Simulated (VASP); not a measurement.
Input of a VASP 6.6.1 run:

Contents of POSCAR:

```
SiC
1.0
    0.0000000000      2.1780523476      2.2470966071
    2.1780523476      0.0000000000      2.2470966071
    2.1780523476      2.1780523476      0.0000000000
Si C
1 1
Direct
    0.0000000000      0.0000000000      0.0000000000
    0.2500000000      0.2500000000      0.2500000000
```

Contents of INCAR.step1:

```
SYSTEM = SiC
PREC = Accurate
ENCUT = 520
ISMEAR = 0
SIGMA = 0.01
LREAL = .FALSE.
LASPH = .TRUE.
NELM = 100
NBANDS = 11
GGA = PE
ALGO = Normal
EDIFF = 1E-4
LWAVE = .TRUE.
LCHARG = .FALSE.
```

Contents of INCAR.step2:

```
SYSTEM = SiC
PREC = Accurate
ENCUT = 520
EDIFF = 1E-6
ISMEAR = 0
SIGMA = 0.01
LREAL = .FALSE.
LASPH = .TRUE.
NELM = 100
ALGO = Normal
ISIF = 2
LWAVE = .FALSE.
LCHARG = .TRUE.
METAGGA = R2SCAN
LMIXTAU = .TRUE.
LELF = .TRUE.
LVHAR = .TRUE.
NBANDS = 11
ISTART = 1
```

The input KPOINTS:

```
regular mesh
0
G
  10 10 10
  0 0 0
```

Potentials or basis: VASP PAW PBE potentials, release 64 (Si, C).

The run is started by

```sh
$ cat potpaw_PBE.64/Si/POTCAR potpaw_PBE.64/C/POTCAR > POTCAR
$ cp INCAR.step1 INCAR
$ mpirun -np 1 vasp_std > vasp.out
$ cp INCAR.step2 INCAR
$ mpirun -np 1 vasp_std > vasp.out
```

(1) Predict the pressure.

(2) Estimate the band gap on the k mesh.

## Answers

(1) -6.8 GPa.

(2) 1.57 eV, indirect (least direct gap 4.99 eV).

Caveat: the cell differs from its parent crystal (uniaxial z strain +3.2%); the PAW data sets were made with another functional, which shifts forces and pressure a little.
